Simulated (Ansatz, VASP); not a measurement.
One calculation of As, two programs

The input POSCAR:

```
As
1.0
    2.6002388809      0.0000000000      0.0000000000
    0.0000000000      2.6002388809      0.0000000000
    0.0000000000      0.0000000000      2.6002388809
As
1
Direct
    0.5000000000      0.5000000000      0.5000000000
```

The input INCAR.step1:

```
ALGO = Normal
EDIFF = 1E-4
ENCUT = 520
GGA = PE
ISMEAR = 0
LASPH = T
LCHARG = F
LREAL = F
LWAVE = T
NBANDS = 8
NELM = 80
PREC = Accurate
SIGMA = 0.1
```

The input INCAR.step2:

```
ALGO = Normal
EDIFF = 1E-6
ENCUT = 520
ISIF = 2
ISMEAR = 0
ISTART = 1
LASPH = T
LCHARG = F
LMIXTAU = T
LREAL = F
LWAVE = F
METAGGA = R2SCAN
NBANDS = 8
NELM = 80
PREC = Accurate
SIGMA = 0.1
```

The input KPOINTS:

```
k-points
0
Gamma
  16 16 16
```

Input for Ansatz:

```yaml
crystal:
  lattice:
    - [2.6002388809, 0.0, 0.0]
    - [0.0, 2.6002388809, 0.0]
    - [0.0, 0.0, 2.6002388809]
  atoms:
    - { symbol: As, position: [0.5, 0.5, 0.5] }
basis:
  ecutwfc: 500
kpoints:
  mp_grid: { grid: [16, 16, 16] }
hamiltonian:
  xc: r2scan
scf:
  occupations: { method: gaussian, width: 0.1 }
output:
  forces: true
  stress: true
  eigenvalues: true
```

Alike in both runs: task single point; functional r2SCAN; k mesh 16 × 16 × 16; occupations gaussian, width 0.1 eV; no spin polarisation.

|  | VASP | Ansatz |
| --- | --- | --- |
| version | VASP 6.6.1 | Ansatz 0.2.0 |
| potentials or method | VASP PAW PBE potentials, release 64 (As), cutoff 520 eV | scalar-relativistic, plane waves, PAW |
| valence electrons in the cell | 5 | 15 |

|  | VASP | Ansatz | Ansatz less VASP |
| --- | --- | --- | --- |
| gap on the k mesh at the Fermi level (eV) | none | none | - |
| pressure (GPa) | 13.5 | 13.3 | -0.15 |

VASP's potentials were made for PBE, not for r2SCAN. A gap of «none» marks a metal or a gap that the smearing closes. VASP's potentials hold 5 valence electrons a cell and Ansatz's 15, so a difference there can come from the potentials and not from the codes.
